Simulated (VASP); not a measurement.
# GaN (Imm2) in VASP: single point with r2SCAN

Aim: the single point of GaN with r2SCAN.

All numbers are computed with VASP 6.6.1; they aren't measurements. Logs are shortened: lines on timing, memory, paths and dates and some standing lists are left out, and cuts for length are marked.

## Step 1: The cell of the first run

The structure is orthorhombic, space group Imm2 (No. 44). The conventional cell has a = 3.109 Å, b = 3.252 Å, c = 4.498 Å, α = 90.00°, β = 90.00°, γ = 90.00°. Ga (site symmetry mm2) has 4 N at 1.92 to 1.98 Å within 2.5 Å. Within 2.5 Å of N (site symmetry mm2) lie 4 Ga at 1.92 to 1.98 Å.

## Step 2: Single point, r2SCAN (strain +0.0450 x Voigt [0, 0, 0, 1, 0, 0])

POSCAR reads:

```
GaN
1.0
    0.0000000000      2.2995378446      2.2995378446
    2.2489367673      0.0506010773      2.2489367673
    2.2489367673      2.2489367673      0.0506010773
Ga N
1 1
Direct
    0.0000000000      0.0000000000      0.0000000000
    0.7500000000      0.7500000000      0.7500000000
```

INCAR.step1 reads:

```
PREC = Accurate ; ENCUT = 1460
ISMEAR = 0 ; SIGMA = 0.05
LREAL = F ; LASPH = T
NELM = 120 ; NBANDS = 16
GGA = PE ; ALGO = Normal
EDIFF = 1E-5 ; LWAVE = T
LCHARG = F ; GGA_COMPAT = F
```

INCAR.step2 reads:

```
PREC = Accurate ; ENCUT = 1460
EDIFF = 1E-6 ; ISMEAR = 0
SIGMA = 0.05 ; LREAL = F
LASPH = T ; NELM = 120
ALGO = Normal ; ISIF = 2
LWAVE = F ; LCHARG = F
METAGGA = R2SCAN ; LMIXTAU = T
NBANDS = 16 ; ISTART = 1
GGA_COMPAT = F
```

KPOINTS reads:

```
Automatic mesh
0
Gamma
  10 10 10
```

Potentials or basis: VASP PAW PBE potentials, release 64 (Ga_d, N_h).

Launch:

```sh
$ cat potpaw_PBE.64/Ga_d/POTCAR potpaw_PBE.64/N_h/POTCAR > POTCAR
$ cp INCAR.step1 INCAR
$ mpirun -np 1 vasp_std > vasp.out
$ cp INCAR.step2 INCAR
$ mpirun -np 1 vasp_std > vasp.out
```

OUTCAR:

```text
PREC = Accurate
   ENCUT = 1460
   EDIFF = 1E-6
   ISMEAR = 0
   LREAL = F
   LASPH = T
   NELM = 120
   ISIF = 2
   METAGGA = R2SCAN
   ISTART = 1

 ion  position               nearest neighbor table
   1  0.000  0.000  0.000-   2 1.92   2 1.92   2 1.98   2 1.98
   2  0.750  0.750  0.750-   1 1.92   1 1.92   1 1.98   1 1.98

  LATTYP: Found a body centered orthorhombic cell.
 ALAT       =     3.1089161474
 B/A-ratio  =     1.0460358057
 C/A-ratio  =     1.4467657927

  Lattice vectors:

 A1 = (  -2.2489367673,   2.2489367673,   0.0506010773)
 A2 = (  -2.2489367673,  -2.2489367673,  -0.0506010773)
 A3 = (   2.2489367673,   0.0506010773,   2.2489367673)

Analysis of symmetry for initial positions (statically):
=====================================================================
 Subroutine PRICEL returns:
 Original cell was already a primitive cell.

 Routine SETGRP: Setting up the symmetry group for a
 body centered orthorhombic supercell.

 Subroutine GETGRP returns: Found  4 space group operations
 (whereof  4 operations were pure point group operations)
 out of a pool of  8 trial point group operations.

The static configuration has the point symmetry C_2v.

Analysis of symmetry for dynamics (positions and initial velocities):
=====================================================================
 Subroutine PRICEL returns:
 Original cell was already a primitive cell.

 Routine SETGRP: Setting up the symmetry group for a
 body centered orthorhombic supercell.

 Subroutine GETGRP returns: Found  4 space group operations
 (whereof  4 operations were pure point group operations)
 out of a pool of  8 trial point group operations.

The dynamic configuration has the point symmetry C_2v.

 Subroutine INISYM returns: Found  4 space group operations
 (whereof  4 operations are pure point group operations),
 and found     1 'primitive' translations

----------------------------------------------------------------------------------------

                                     Primitive cell

  volume of cell :      22.7375

  direct lattice vectors                    reciprocal lattice vectors
     0.000000000  2.299537845  2.299537845    -0.222327283  0.217434995  0.217434995
     2.248936767  0.050601077  2.248936767     0.222327283 -0.227444790  0.227444790
[... 84 lines left out ...]
   NELM   =    120;   NELMIN=  2; NELMDL=  0     # of ELM steps
   EDIFF  = 0.1E-05   stopping-criterion for ELM
   LREAL  =      F    real-space projection
   EDIFFG = 0.1E-04   stopping-criterion for IOM
   NSW    =      0    number of steps for IOM
   IBRION =     -1    ionic relax: 0-MD 1-quasi-New 2-CG
   NFREE  =      0    steps in history (QN), initial steepest desc. (CG)
   ISIF   =      2    stress and relaxation
   ISYM   =      2    0-nonsym 1-usesym 2-fastsym
   POTIM  = 0.5000    time-step for ionic-motion
   TEBEG  =    0.0;   TEEND  =   0.0 temperature during run
   PSTRESS=    0.0 pullay stress
   NELECT =      18.0000    total number of electrons
   NUPDOWN=      -1.0000    fix difference up-down
   EMIN   =  10.00;   EMAX   =-10.00  energy-range for DOS
   EFERMI =   0.00;   METHOD = LEGACY
   ISMEAR =     0;   SIGMA  =   0.05  broadening in eV -4-tet -1-fermi 0-gaus
   EFERMI_NEDOS =   21; number of points for ismear=-14 and -15
   IALGO  =     38    algorithm
   IMIX   =      4    mixing-type and parameters
     AMIX     =   0.40;   BMIX     =  1.00
     AMIX_MAG =   1.60;   BMIX_MAG =  1.00
  volume/ion in A,a.u.               =      11.37        76.72
  Fermi-wavevector in a.u.,A,eV,Ry     =   1.514439  2.861874 31.205301  2.293525
  Thomas-Fermi vector in A             =   2.624096
   LORBIT       =      0    0 simple, 1 ext, 2 COOP (PROOUT), +10 PAW based schemes
   METAGGA = R2SCAN    functional components
   LHFCALC =     F    Hartree Fock is set to
   AEXX    =    0.0000 exact exchange contribution
   IVDW    =     0    specifies the selected vdW correction
   LEPSILON=     F    determine dielectric tensor
   LRPA    =     F    only Hartree local field effects (RPA)
 non-spin polarized calculation
 Gauss-broadening in eV      SIGMA  =   0.05
  energy-cutoff  :     1460.00
  volume of cell :       22.74
 maximum number of plane-waves:      2905
 NGX is ok and might be reduce to    42
   NGX = 21   NGY = 19   NGZ = 19

 number of electron      18.0000000 magnetization

 Free energy of the ion-electron system (eV)
  ---------------------------------------------------
  ext. energy  EPLUGINS =         0.00000000
  ---------------------------------------------------
  free energy    TOTEN  =       -21.87091223 eV

  energy without entropy =      -21.87091223  energy(sigma->0) =      -21.87091223

 E-fermi :   5.7033     XC(G=0): -12.6649

 val. band max:        5.4827073411   @ k =   0.0000   0.0000   0.0000
 cond. band min:       7.5091592889   @ k =   0.0000   0.0000   0.0000
 fundamental gap:      2.0264519479
 Fermi energy:         5.7032927701

 k-point     1 :       0.0000    0.0000    0.0000
  band No.  band energies     occupation
      1     -11.4126      2.00000
      2      -8.4586      2.00000
      3      -8.4541      2.00000
      4      -8.4505      2.00000
      5      -8.0962      2.00000
      6      -8.0953      2.00000
[... 433 lines left out ...]
      3      -8.3070      2.00000
      4      -8.1078      2.00000
      5      -8.1005      2.00000
      6      -7.1977      2.00000
[... 8 lines left out ...]
     15      23.8959      0.00000
     16      27.3225      0.00000

 [... further k-points ...]

------------------------ aborting loop because EDIFF is reached ----------------------------------------

  FORCE on cell =-STRESS in cart. coord.  units (eV):
  Direction    XX          YY          ZZ          XY          YZ          ZX
  --------------------------------------------------------------------------------------
  -------------------------------------------------------------------------------------
  Total        0.1939971      0.2295312      0.2295312     -0.0000000     -1.2987509      0.0000000
  in kB       13.6698571     16.1737421     16.1737421     -0.0000000    -91.5154921      0.0000000
  external PRESSURE =      15.3391138 kB  Pullay stress =       0.0000000 kB

 VOLUME and BASIS-vectors are now :
 -----------------------------------------------------------------------------
  energy-cutoff  :     1460.00
  volume of cell :       22.74
      direct lattice vectors                 reciprocal lattice vectors
     0.000000000  2.299537845  2.299537845    -0.222327283  0.217434995  0.217434995
     2.248936767  0.050601077  2.248936767     0.222327283 -0.227444790  0.227444790
     2.248936767  2.248936767  0.050601077     0.222327283  0.227444790 -0.227444790

 POSITION                                       TOTAL-FORCE (eV/Angst)
 -----------------------------------------------------------------------------------
      0.00000      0.00000      0.00000        -0.398803     -0.000000     -0.000000
      3.37341      3.44931      3.44931         0.398803      0.000000      0.000000
 -----------------------------------------------------------------------------------
    total drift:                               -0.001229      0.000014      0.000014

  FREE ENERGIE OF THE ION-ELECTRON SYSTEM (eV)
  ---------------------------------------------------
  free  energy   TOTEN  =       -21.8709122265 eV

  energy  without entropy=      -21.8709122265  energy(sigma->0) =      -21.87091223
```

OSZICAR.step1:

```text
N       E                     dE             d eps       ncg     rms          rms(c)
DAV:   1     0.137225313319E+03    0.13723E+03   -0.15995E+04  5984   0.371E+03
DAV:   2     0.605798341596E+00   -0.13662E+03   -0.12446E+03  6208   0.529E+02
DAV:   3    -0.138239142495E+02   -0.14430E+02   -0.14183E+02  6232   0.110E+02
DAV:   4    -0.141283628448E+02   -0.30445E+00   -0.30406E+00  6872   0.163E+01
DAV:   5    -0.141324339221E+02   -0.40711E-02   -0.40710E-02  6712   0.175E+00    0.771E+00
DAV:   6    -0.121226684281E+02    0.20098E+01   -0.49900E+00  8224   0.399E+01    0.208E+00
DAV:   7    -0.121257424635E+02   -0.30740E-02   -0.28098E-01  5896   0.620E+00    0.134E+00
DAV:   8    -0.121214358800E+02    0.43066E-02   -0.52397E-02  6392   0.319E+00    0.371E-01
DAV:   9    -0.121189177373E+02    0.25181E-02   -0.91105E-03  8240   0.234E+00    0.814E-02
DAV:  10    -0.121191340579E+02   -0.21632E-03   -0.90625E-04  6656   0.449E-01    0.339E-02
DAV:  11    -0.121191092872E+02    0.24771E-04   -0.13771E-04  8272   0.189E-01    0.764E-03
DAV:  12    -0.121191107261E+02   -0.14389E-05   -0.15410E-05  5744   0.577E-02
   1 F= -.12119111E+02 E0= -.12119111E+02  d E =-.456813E-14
```

Run time: 11 min. Hardware: 1 thread of Intel Xeon Platinum 8559C (Emerald Rapids), shared host; peak memory 0.49 GiB.

What came out:

* Free energy: -21.8709 eV
* Pressure: 1.5 GPa
* Largest force: 0.399 eV/Å
* Band gap on the k mesh: 2.03 eV

Forces on the atoms (eV/Å):
```
Ga  -0.399  0.000  0.000
N    0.399  0.000  0.000
```

Stress tensor (GPa, compression positive):
```
 1.37  0.00  0.00
 0.00  1.62 -9.15
 0.00 -9.15  1.62
```

Levels at points of the mesh, in eV from the valence-band top:
```csv
k point,band 5,band 6,band 7,band 8,band 9,band 10,band 11,band 12,band 13,band 14
"(0.00, 0.00, 0.00)",-13.58,-13.58,-0.18,-0.11,0.00,2.03,10.40,11.01,11.54,18.46
"(0.50, 0.00, 0.00)",-13.53,-12.53,-7.33,-1.02,-0.97,5.29,9.25,10.99,11.40,16.64
"(0.00, 0.50, 0.00)",-13.52,-12.36,-7.26,-1.21,-1.20,4.91,9.43,10.52,10.98,16.33
"(0.50, 0.50, 0.00)",-13.50,-12.06,-6.34,-2.90,-2.89,3.68,7.19,12.45,14.90,15.00
"(0.00, 0.50, 0.50)",-13.50,-12.08,-6.34,-3.18,-2.61,3.60,7.30,12.53,14.67,15.19
```

Caveat: the cell differs from its parent crystal (strain +0.0450 x Voigt [0, 0, 0, 1, 0, 0]); the PAW data sets were made with another functional, which shifts forces and pressure a little.
